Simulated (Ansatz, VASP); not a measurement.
**AgPbCl3 in VASP and in Ansatz**

Contents of INCAR:

```
ALGO = Normal
EDIFF = 1E-7
ENCUT = 520
GGA = PE
ISIF = 2
ISMEAR = 0
ISPIN = 2
LASPH = True
LCHARG = False
LMAXMIX = 4
LORBIT = 11
LREAL = False
LWAVE = False
MAGMOM = 1 0 0 0 0
NBANDS = 35
NELM = 150
PREC = Accurate
SIGMA = 0.1
```

The input KPOINTS:

```
k-points
0
Gamma
  4 4 4
```

File POSCAR:

```
AgPbCl3
1.0
    3.3926452455     -5.3297161567      0.0000000000
    3.3926452455      5.3297161567      0.0000000000
    0.0000000000      0.0000000000      5.0147484814
Ag Pb Cl
1 1 3
Direct
    0.0000000000      0.0000000000      0.0000000000
    0.5000000000      0.5000000000      0.0000000000
    0.8492665846      0.1507334154      0.5000000000
    0.1507334154      0.8492665846      0.5000000000
    0.5000000000      0.5000000000      0.5000000000
```

Input for Ansatz:

```yaml
crystal:
  lattice:
    - [3.3926452455, -5.3297161567, 0.0]
    - [3.3926452455, 5.3297161567, 0.0]
    - [0.0, 0.0, 5.0147484814]
  atoms:
    - { symbol: Ag, position: [0.0, 0.0, 0.0], spin: 1.0 }
    - { symbol: Pb, position: [0.5, 0.5, 0.0] }
    - { symbol: Cl, position: [0.8492665846, 0.1507334154, 0.5] }
    - { symbol: Cl, position: [0.1507334154, 0.8492665846, 0.5] }
    - { symbol: Cl, position: [0.5, 0.5, 0.5] }
basis:
  ecutwfc: 420
kpoints:
  mp_grid: { grid: [4, 4, 4] }
hamiltonian:
  xc: pbe
scf:
  occupations: { method: gaussian, width: 0.1 }
  lower_state_search: "off"
output:
  forces: true
  stress: true
  eigenvalues: true
  populations: true
magnetization:
  spin_polarized: true
```

Alike in both runs: task single point; functional PBE; k mesh 4 × 4 × 4; occupations gaussian, width 0.1 eV; collinear spin.

|  | VASP | Ansatz |
| --- | --- | --- |
| version | VASP 6.6.1 | Ansatz 0.2.0 |
| potentials or method | VASP PAW PBE potentials, release 64 (Ag, Pb_d, Cl), cutoff 520 eV | scalar-relativistic, plane waves, PAW |
| valence electrons in the cell | 46 | 54 |

|  | VASP | Ansatz | Ansatz less VASP |
| --- | --- | --- | --- |
| gap on the k mesh at the Fermi level (eV) | none | none | - |
| pressure (GPa) | 0.0 | 0.1 | +0.05 |
| traceless stress, the component that is largest in VASP (GPa) | -0.09 | -0.08 | +0.011 |
| net moment per atom (μB) | 0.00 | 0.00 | 0.000 |

A gap of «none» marks a metal or a gap that the smearing closes. With one functional, cell and mesh, what is left measures potentials, basis and numerics. VASP's potentials hold 46 valence electrons a cell and Ansatz's 54, so a difference there can come from the potentials and not from the codes. Ansatz's warnings: seeded moment not kept.

Spin-orbit coupling is off throughout.
